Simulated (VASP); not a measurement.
# Sb (Pm-3m) in VASP: single point with r2SCAN

Aim: the single point of Sb with r2SCAN.

Program: VASP 6.6.1. These are calculated values, not measurements. Logs are shortened: lines on timing, memory, paths and dates and some standing lists are left out, and cuts for length are marked.

## (1) The cell of the first run

The structure is cubic, space group Pm-3m (No. 221). Conventional cell: a = 3.083 Å, b = 3.083 Å, c = 3.083 Å, α = 90.00°, β = 90.00°, γ = 90.00°. Sb (site symmetry m-3m) has 6 Sb at 3.08 Å within 4.1 Å.

## (2) Single point, r2SCAN

Input file POSCAR:

```
Sb
1.0
    3.0833436100      0.0000000000      0.0000000000
    0.0000000000      3.0833436100      0.0000000000
    0.0000000000      0.0000000000      3.0833436100
Sb
1
Direct
    0.0000000000      0.0000000000      0.0000000000
```

Input file INCAR.step1:

```
SYSTEM = Sb
  PREC = Accurate
  ENCUT = 550
  ISMEAR = 0
  SIGMA = 0.1
  LREAL = .False.
  LASPH = .True.
  NELM = 120
  NBANDS = 8
  GGA = PE
  ALGO = Normal
  EDIFF = 1E-5
  LWAVE = .True.
  LCHARG = .False.
  GGA_COMPAT = .False.
```

Input file INCAR.step2:

```
SYSTEM = Sb
  PREC = Accurate
  ENCUT = 550
  EDIFF = 1E-6
  ISMEAR = 0
  SIGMA = 0.1
  LREAL = .False.
  LASPH = .True.
  NELM = 120
  ALGO = Normal
  ISIF = 2
  LWAVE = .False.
  LCHARG = .True.
  METAGGA = R2SCAN
  LMIXTAU = .True.
  LELF = .True.
  LVHAR = .True.
  NBANDS = 8
  ISTART = 1
  GGA_COMPAT = .False.
```

Input file KPOINTS:

```
Automatic mesh
0
Gamma
  6 6 6
  0 0 0
```

Potentials or basis: VASP PAW PBE potentials, release 64 (Sb).

Started as:

```bash
> cat potpaw_PBE.64/Sb/POTCAR > POTCAR
> cp INCAR.step1 INCAR
> mpirun -np 1 vasp_std > vasp.out
> cp INCAR.step2 INCAR
> mpirun -np 1 vasp_std > vasp.out
```

OUTCAR:

```text
SYSTEM = Sb
   PREC = Accurate
   ENCUT = 550
   EDIFF = 1E-6
   ISMEAR = 0
   LREAL = .False.
   LASPH = .True.
   NELM = 120
   ISIF = 2
   METAGGA = R2SCAN
   ISTART = 1

 ion  position               nearest neighbor table
   1  0.000  0.000  0.000-

  LATTYP: Found a simple cubic cell.
 ALAT       =     3.0833436100

  Lattice vectors:

 A1 = (   3.0833436100,   0.0000000000,   0.0000000000)
 A2 = (   0.0000000000,   3.0833436100,   0.0000000000)
 A3 = (   0.0000000000,   0.0000000000,   3.0833436100)

Analysis of symmetry for initial positions (statically):
=====================================================================
 Subroutine PRICEL returns:
 Original cell was already a primitive cell.

 Routine SETGRP: Setting up the symmetry group for a
 simple cubic supercell.

 Subroutine GETGRP returns: Found 48 space group operations
[... 9 lines left out ...]

 Routine SETGRP: Setting up the symmetry group for a
 simple cubic supercell.

 Subroutine GETGRP returns: Found 48 space group operations
[... 11 lines left out ...]
                                     Primitive cell

  volume of cell :      29.3134

  direct lattice vectors                    reciprocal lattice vectors
     3.083343610  0.000000000  0.000000000     0.324323243  0.000000000  0.000000000
     0.000000000  3.083343610  0.000000000     0.000000000  0.324323243  0.000000000
     0.000000000  0.000000000  3.083343610     0.000000000  0.000000000  0.324323243

  length of vectors
     3.083343610  3.083343610  3.083343610     0.324323243  0.324323243  0.324323243

  position of ions in fractional coordinates (direct lattice)
     0.000000000  0.000000000  0.000000000

  ion indices of the primitive-cell ions
   primitive index   ion index
                 1           1

----------------------------------------------------------------------------------------

 KPOINTS: Automatic mesh

Automatic generation of k-mesh.
 Grid dimensions read from file:
 generate k-points for:    6    6    6

 Generating k-lattice:

  Cartesian coordinates                     Fractional coordinates (reciprocal lattice)
     0.054053874  0.000000000  0.000000000     0.166666667  0.000000000  0.000000000
     0.000000000  0.054053874  0.000000000     0.000000000  0.166666667  0.000000000
     0.000000000  0.000000000  0.054053874     0.000000000  0.000000000  0.166666667

  Length of vectors
     0.054053874  0.054053874  0.054053874

  Shift w.r.t. Gamma in fractional coordinates (k-lattice)
     0.000000000  0.000000000  0.000000000

 Subroutine IBZKPT returns following result:
 ===========================================

 Found     20 irreducible k-points:

 Following reciprocal coordinates:
            Coordinates               Weight
  0.000000  0.000000  0.000000      1.000000
  0.166667  0.000000  0.000000      6.000000
  0.333333  0.000000  0.000000      6.000000
  0.500000  0.000000  0.000000      3.000000
  0.166667  0.166667  0.000000     12.000000
  0.333333  0.166667  0.000000     24.000000
[... 12 lines left out ...]
  0.500000  0.500000  0.333333      6.000000
  0.500000  0.500000  0.500000      1.000000
   k-points           NKPTS =     20   k-points in BZ     NKDIM =     20   number of bands    NBANDS=      8
   number of dos      NEDOS =    301   number of ions     NIONS =      1
   total plane-waves  NPLWV =  13824
   dimension x,y,z NGX =    24 NGY =   24 NGZ =   24
   dimension x,y,z NGXF=    48 NGYF=   48 NGZF=   48
   ions per type =               1
   NGX,Y,Z   is equivalent  to a cutoff of  12.94, 12.94, 12.94 a.u.
   NGXF,Y,Z  is equivalent  to a cutoff of  25.88, 25.88, 25.88 a.u.
 SYSTEM =  Sb
   PREC   = accura    normal or accurate (medium, high low for compatibility)
   ISTART =      1    job   : 0-new  1-cont  2-samecut
   ICHARG =      0    charge: 1-file 2-atom 10-const
   ISPIN  =      1    spin polarized calculation?
   LNONCOLLINEAR =      F non collinear calculations
   LSORBIT =      F    spin-orbit coupling
   LASPH  =      T    aspherical Exc in radial PAW
   ENCUT  =  550.0 eV  40.42 Ry    6.36 a.u.   5.90  5.90  5.90*2*pi/ulx,y,z
   NELM   =    120;   NELMIN=  2; NELMDL=  0     # of ELM steps
   EDIFF  = 0.1E-05   stopping-criterion for ELM
   LREAL  =      F    real-space projection
   EDIFFG = 0.1E-04   stopping-criterion for IOM
   NSW    =      0    number of steps for IOM
   IBRION =     -1    ionic relax: 0-MD 1-quasi-New 2-CG
   NFREE  =      0    steps in history (QN), initial steepest desc. (CG)
   ISIF   =      2    stress and relaxation
   ISYM   =      2    0-nonsym 1-usesym 2-fastsym
   POTIM  = 0.5000    time-step for ionic-motion
   TEBEG  =    0.0;   TEEND  =   0.0 temperature during run
   PSTRESS=    0.0 pullay stress
   NELECT =       5.0000    total number of electrons
   NUPDOWN=      -1.0000    fix difference up-down
   EMIN   =  10.00;   EMAX   =-10.00  energy-range for DOS
   EFERMI =   0.00;   METHOD = LEGACY
   ISMEAR =     0;   SIGMA  =   0.10  broadening in eV -4-tet -1-fermi 0-gaus
   EFERMI_NEDOS =   21; number of points for ismear=-14 and -15
   IALGO  =     38    algorithm
   IMIX   =      4    mixing-type and parameters
     AMIX     =   0.40;   BMIX     =  1.00
     AMIX_MAG =   1.60;   BMIX_MAG =  1.00
  volume/ion in A,a.u.               =      29.31       197.82
  Fermi-wavevector in a.u.,A,eV,Ry     =   0.907910  1.715702 11.215296  0.824301
  Thomas-Fermi vector in A             =   2.031774
   LORBIT       =      0    0 simple, 1 ext, 2 COOP (PROOUT), +10 PAW based schemes
   METAGGA = R2SCAN    functional components
   LHFCALC =     F    Hartree Fock is set to
   AEXX    =    0.0000 exact exchange contribution
   IVDW    =     0    specifies the selected vdW correction
   LEPSILON=     F    determine dielectric tensor
   LRPA    =     F    only Hartree local field effects (RPA)
 non-spin polarized calculation
 Gauss-broadening in eV      SIGMA  =   0.10
  energy-cutoff  :      550.00
  volume of cell :       29.31
 maximum number of plane-waves:       912
 NGX is ok and might be reduce to    24
   NGX = 11   NGY = 11   NGZ = 11

 number of electron       4.9999999 magnetization

 Free energy of the ion-electron system (eV)
  ---------------------------------------------------
  ext. energy  EPLUGINS =         0.00000000
  ---------------------------------------------------
  free energy    TOTEN  =       -25.66638417 eV

  energy without entropy =      -25.66415711  energy(sigma->0) =      -25.66527064

 E-fermi :   7.5900     XC(G=0): -10.1866

 val. band max:        7.4882696801   @ k =   0.1667   0.1667   0.0000
 cond. band min:       7.6917782356   @ k =   0.5000   0.3333   0.3333
 fundamental gap:      0.2035085555
 Fermi energy:         7.5900246018

 k-point     1 :       0.0000    0.0000    0.0000
  band No.  band energies     occupation
      1      -5.8315      2.00000
      2      10.7727      0.00000
      3      10.7727      0.00000
      4      10.7727      0.00000
      5      14.5463      0.00000
      6      14.5463      0.00000
      7      16.5426      0.00000
      8      25.8371      0.00000

 k-point     2 :       0.1667    0.0000    0.0000
  band No.  band energies     occupation
      1      -5.4024      2.00000
      2       7.3090      1.99993
      3      11.1925      0.00000
      4      11.1925      0.00000
      5      14.8791      0.00000
      6      16.0442      0.00000
      7      19.3877      0.00000
      8      23.4833      0.00000

 k-point     3 :       0.3333    0.0000    0.0000
  band No.  band energies     occupation
      1      -4.2150      2.00000
      2       3.3016      2.00000
      3      12.2427      0.00000
      4      12.2427      0.00000
      5      15.8149      0.00000
      6      17.2480      0.00000
      7      20.6733      0.00000
      8      20.6733      0.00000

 k-point     4 :       0.5000    0.0000    0.0000
  band No.  band energies     occupation
      1      -3.1933      2.00000
      2       1.2911      2.00000
      3      12.9684      0.00000
      4      12.9684      0.00000
      5      16.6690      0.00000
      6      18.6733      0.00000
      7      19.3287      0.00000
      8      19.3287      0.00000

 k-point     5 :       0.1667    0.1667    0.0000
  band No.  band energies     occupation
      1      -4.9727      2.00000
      2       7.4883      1.84986
      3       7.9745      0.00000
      4      11.6149      0.00000
      5      15.7605      0.00000
      6      18.9863      0.00000
      7      19.2923      0.00000
      8      21.0498      0.00000

 k-point     6 :       0.3333    0.1667    0.0000
  band No.  band energies     occupation
      1      -3.7821      2.00000
      2       3.7011      2.00000
      3       8.8369      0.00000
      4      12.6727      0.00000
      5      16.1524      0.00000
      6      17.1053      0.00000
      7      20.4664      0.00000
      8      20.9850      0.00000

 k-point     7 :       0.5000    0.1667    0.0000
  band No.  band energies     occupation
      1      -2.7532      2.00000
      2       1.6866      2.00000
      3       9.6598      0.00000
      4      13.4063      0.00000
      5      14.7431      0.00000
      6      18.1227      0.00000
      7      19.5751      0.00000
      8      19.6460      0.00000
[... 89 lines left out ...]
 k-point    16 :       0.5000    0.5000    0.1667
  band No.  band energies     occupation
      1       0.1184      2.00000
      2       3.8059      2.00000
      3       3.8059      2.00000
      4      10.0940      0.00000
      5      12.1435      0.00000
      6      17.2114      0.00000
      7      17.2114      0.00000
      8      20.4961      0.00000

 k-point    17 :       0.3333    0.3333    0.3333
  band No.  band energies     occupation
      1      -0.9080      2.00000
      2       5.8613      2.00000
      3       5.8613      2.00000
      4       7.1366      2.00000
      5      13.8953      0.00000
      6      14.6866      0.00000
      7      14.6866      0.00000
      8      20.4577      0.00000

 k-point    18 :       0.5000    0.3333    0.3333
  band No.  band energies     occupation
      1       0.2137      2.00000
      2       4.0819      2.00000
      3       6.5454      2.00000
      4       7.6918      0.15015
      5      12.3841      0.00000
      6      13.2160      0.00000
      7      15.4418      0.00000
      8      18.6908      0.00000

 k-point    19 :       0.5000    0.5000    0.3333
  band No.  band energies     occupation
      1       1.4585      2.00000
      2       4.7776      2.00000
      3       4.7776      2.00000
      4       7.9568      0.00000
      5      11.2403      0.00000
      6      13.8905      0.00000
      7      13.8905      0.00000
      8      16.8329      0.00000

 k-point    20 :       0.5000    0.5000    0.5000
  band No.  band energies     occupation
      1       2.9421      2.00000
      2       5.4409      2.00000
      3       5.4409      2.00000
      4       5.4409      2.00000
      5      12.4329      0.00000
      6      12.4329      0.00000
      7      12.4329      0.00000
      8      14.7953      0.00000

------------------------ aborting loop because EDIFF is reached ----------------------------------------

  FORCE on cell =-STRESS in cart. coord.  units (eV):
  Direction    XX          YY          ZZ          XY          YZ          ZX
  --------------------------------------------------------------------------------------
  -------------------------------------------------------------------------------------
  Total        0.0376596      0.0376596      0.0376596      0.0000000     -0.0000000      0.0000000
  in kB        2.0583585      2.0583585      2.0583585      0.0000000     -0.0000000      0.0000000
  external PRESSURE =       2.0583585 kB  Pullay stress =       0.0000000 kB

 VOLUME and BASIS-vectors are now :
 -----------------------------------------------------------------------------
  energy-cutoff  :      550.00
  volume of cell :       29.31
      direct lattice vectors                 reciprocal lattice vectors
     3.083343610  0.000000000  0.000000000     0.324323243  0.000000000  0.000000000
     0.000000000  3.083343610  0.000000000     0.000000000  0.324323243  0.000000000
     0.000000000  0.000000000  3.083343610     0.000000000  0.000000000  0.324323243

 POSITION                                       TOTAL-FORCE (eV/Angst)
 -----------------------------------------------------------------------------------
      0.00000      0.00000      0.00000         0.000000      0.000000      0.000000
 -----------------------------------------------------------------------------------
    total drift:                                0.000000      0.000000      0.000000

  FREE ENERGIE OF THE ION-ELECTRON SYSTEM (eV)
  ---------------------------------------------------
  free  energy   TOTEN  =       -25.6663841743 eV

  energy  without entropy=      -25.6641571073  energy(sigma->0) =      -25.66527064
```

Wall time 32 s (1 thread of Intel Xeon 8259CL, shared host); peak memory 0.14 GiB.

Results:

```yaml
Free_energy: -25.6664 eV
Pressure: 0.2 GPa
```

Levels at points of the mesh, in eV from the Fermi level:
| k point | band 1 | band 2 | band 3 | band 4 | band 5 |
| --- | --- | --- | --- | --- | --- |
| (0.00, 0.00, 0.00) | -13.42 | 3.18 | 3.18 | 3.18 | 6.96 |
| (0.50, 0.00, 0.00) | -10.78 | -6.30 | 5.38 | 5.38 | 9.08 |
| (0.50, 0.50, 0.00) | -7.93 | -4.17 | -4.17 | 2.11 | 7.66 |
| (0.50, 0.50, 0.50) | -4.65 | -2.15 | -2.15 | -2.15 | 4.84 |

Caveat: the PAW data sets were made with another functional, which shifts forces and pressure a little; spin-orbit coupling is left out, which moves the levels of the heavy elements.
